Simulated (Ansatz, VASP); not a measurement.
**Two plane-wave programs on Al6H**

Contents of INCAR:

```
ALGO = Normal ; DIPOL = 0.5 0.5 0.310
EDIFF = 1E-6 ; ENCUT = 520
GGA = PE ; IDIPOL = 3
ISIF = 2 ; ISMEAR = 0
LASPH = T ; LCHARG = F
LDIPOL = T ; LREAL = F
LWAVE = F ; NBANDS = 32
NELM = 80 ; PREC = Accurate
SIGMA = 0.1
```

The input KPOINTS:

```
k-points
0
Gamma
  6 6 1
```

Contents of POSCAR:

```
Al6H
1.0
    5.7143028096      0.0000000000      0.0000000000
   -2.8571514048      4.9487313980      0.0000000000
    0.0000000000      0.0000000000     22.6016424636
Al H
12 2
Direct
    0.3333333333      0.1666666667      0.1769782885
    0.3333333333      0.6666666667      0.1769782885
    0.8333333333      0.1666666667      0.1769782885
    0.8333333333      0.6666666667      0.1769782885
    0.1666666667      0.3333333333      0.2787817904
    0.1666666667      0.8333333333      0.2787817904
    0.6666666667      0.3333333333      0.2787817904
    0.6666666667      0.8333333333      0.2787817904
    0.0000000000      0.0000000000      0.3805759903
    0.0000000000      0.5000000000      0.3805759903
    0.5000000000      0.0000000000      0.3805759903
    0.5000000000      0.5000000000      0.3805759903
    0.2121115019      0.4242230039      0.4956118778
    0.2878884981      0.5757769961      0.4956118778
```

Input for Ansatz:

```yaml
crystal:
  lattice:
    - [5.7143028096, 0.0, 0.0]
    - [-2.8571514048, 4.948731398, 0.0]
    - [0.0, 0.0, 22.6016424636]
  atoms:
    - { symbol: Al, position: [0.3333333333, 0.1666666667, 0.1769782885] }
    - { symbol: Al, position: [0.3333333333, 0.6666666667, 0.1769782885] }
    - { symbol: Al, position: [0.8333333333, 0.1666666667, 0.1769782885] }
    - { symbol: Al, position: [0.8333333333, 0.6666666667, 0.1769782885] }
    - { symbol: Al, position: [0.1666666667, 0.3333333333, 0.2787817904] }
    - { symbol: Al, position: [0.1666666667, 0.8333333333, 0.2787817904] }
    - { symbol: Al, position: [0.6666666667, 0.3333333333, 0.2787817904] }
    - { symbol: Al, position: [0.6666666667, 0.8333333333, 0.2787817904] }
    - { symbol: Al, position: [0.0, 0.0, 0.3805759903] }
    - { symbol: Al, position: [0.0, 0.5, 0.3805759903] }
    - { symbol: Al, position: [0.5, 0.0, 0.3805759903] }
    - { symbol: Al, position: [0.5, 0.5, 0.3805759903] }
    - { symbol: H, position: [0.2121115019, 0.4242230039, 0.4956118778] }
    - { symbol: H, position: [0.2878884981, 0.5757769961, 0.4956118778] }
basis:
  ecutwfc: 420
kpoints:
  mp_grid: { grid: [6, 6, 1] }
hamiltonian:
  xc: pbe
scf:
  occupations: { method: gaussian, width: 0.1 }
output:
  forces: true
  eigenvalues: true
  write_density: true
  write_potential: true
  elf: true
  volumetric_format: npy
efield:
  axis: 3
  dipole_correction: true
  ramp_width: 0.04
```

Alike in both runs: task single point; functional PBE; k mesh 6 × 6 × 1; occupations gaussian, width 0.1 eV; no spin polarisation.

|  | VASP | Ansatz |
| --- | --- | --- |
| version | VASP 6.6.1 | Ansatz 0.2.0 |
| potentials or method | VASP PAW PBE potentials, release 64 (Al, H), cutoff 520 eV | scalar-relativistic, plane waves, PAW |
| valence electrons in the cell | 38 | 38 |

Ansatz gave:

* gap on the k mesh at the Fermi level (eV): none
* rms of the force components (eV/Å): 0.055

Estimate VASP's values.

gap on the k mesh at the Fermi level (eV): none; rms of the force components (eV/Å): 0.054.

Atom by atom the forces differ by 0.003 eV/Å (rms over components). A gap of «none» marks a metal or a gap that the smearing closes. Ansatz's warnings: xc potential rough in thin density.
